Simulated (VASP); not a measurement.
Input of a VASP 6.6.1 run:

INCAR

```
PREC = Accurate ; ENCUT = 520
EDIFF = 1E-7 ; ISMEAR = 0
SIGMA = 0.05 ; LREAL = False
LASPH = True ; NELM = 80
ALGO = Normal ; ISIF = 2
LWAVE = False ; LCHARG = True
LDIPOL = True ; IDIPOL = 3
DIPOL = 0.5 0.5 0.319 ; GGA = PE
IVDW = 12 ; LELF = True
LVHAR = True ; LVACPOTAV = True
NBANDS = 37
```

Contents of KPOINTS:

```
regular mesh
0
Gamma
  8 7 1
```

Contents of POSCAR:

```
C11O
1.0
    3.6473242347      0.0000000000      0.0000000000
   -1.6658829406      3.9310150970      0.0000000000
    0.0000000000      0.0000000000     23.1809581692
C O
11 1
Direct
    0.5001799340      0.3333933113      0.1725554212
    0.4998200660      0.6666066887      0.1725554212
    0.5001799340      0.8333933113      0.2257231425
    0.4998200660      0.1666066887      0.2257231425
    0.5000212331      0.3353169669      0.2788716798
    0.4999787669      0.6646830331      0.2788716798
    0.5001286273      0.8366480408      0.3322552327
    0.4998713727      0.1633519592      0.3322552327
    0.4997623703      0.3544335274      0.3809574266
    0.5002376297      0.6455664726      0.3809574266
    0.4997623703      0.8544335274      0.5470420194
    0.4997623703      0.8544335274      0.4974323358
```

Potentials or basis: VASP PAW PBE potentials, release 64 (C, O).

Launch:

```sh
$ cat potpaw_PBE.64/C/POTCAR potpaw_PBE.64/O/POTCAR > POTCAR
$ mpirun -np 1 vasp_std > vasp.out
```

Task: Predict the largest force.

Result: 6.777 eV/Å.

Task: Predict the dispersion energy per atom.

Result: -0.108 eV.

Task: Predict the band gap on the k mesh.

Result: Zero (bands 25 and 26 overlap by 0.72 eV).

Forces in eV/Å, atoms in the order of the input:
```
C   -2.627  6.143  1.134
C    2.627 -6.143  1.134
C   -0.164  0.389 -1.174
C    0.161 -0.381 -1.175
C    0.014 -0.022 -0.003
C   -0.003 -0.003  0.006
C   -0.028  0.063  0.052
C   -0.001  0.005 -0.019
C    0.018 -0.041  0.082
C    0.038 -0.088 -0.199
C    0.004 -0.009 -0.690
O   -0.038  0.087  0.852
```
